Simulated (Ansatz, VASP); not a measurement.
ScSi2: VASP beside Ansatz

```xyz
3
Lattice="3.6600 0.0000 0.0000 -1.8300 3.1697 0.0000 0.0000 0.0000 3.9474" Properties=species:S:1:pos:R:3 pbc="T T T"
Sc    0.0000    0.0000    0.0000
Si    0.0000    2.1131    1.9737
Si    1.8300    1.0566    1.9737
```

Change from the starting cell: zz strain of +2 %, PAW files.

Alike in both runs: task electric field gradients; functional PBEsol; k mesh 13 × 13 × 11; occupations fermi-dirac, width 0.05 eV; no spin polarisation.

```csv
,VASP,Ansatz
version,VASP 6.6.1,Ansatz 0.2.0
potentials or method,"VASP PAW PBE potentials, release 64 (Sc_sv, Si)","PAW with Ansatz's default frozen-core files, scalar-relativistic"
plane-wave cutoff (eV),520,420
valence electrons in the cell,19,19
```

VASP gave:

- pressure (GPa): 19.9
- traceless stress, the component that is largest in VASP (GPa): -25.45
- size of Vzz on the site where it differs most (V/Å²): 17.6

Problem. Which values does Ansatz return?

Solution. Pressure (GPa): 19.6; traceless stress, the component that is largest in VASP (GPa): -25.43; size of Vzz on the site where it differs most (V/Å²): 12.6.

VASP's potentials were made for PBE, not for PBEsol.
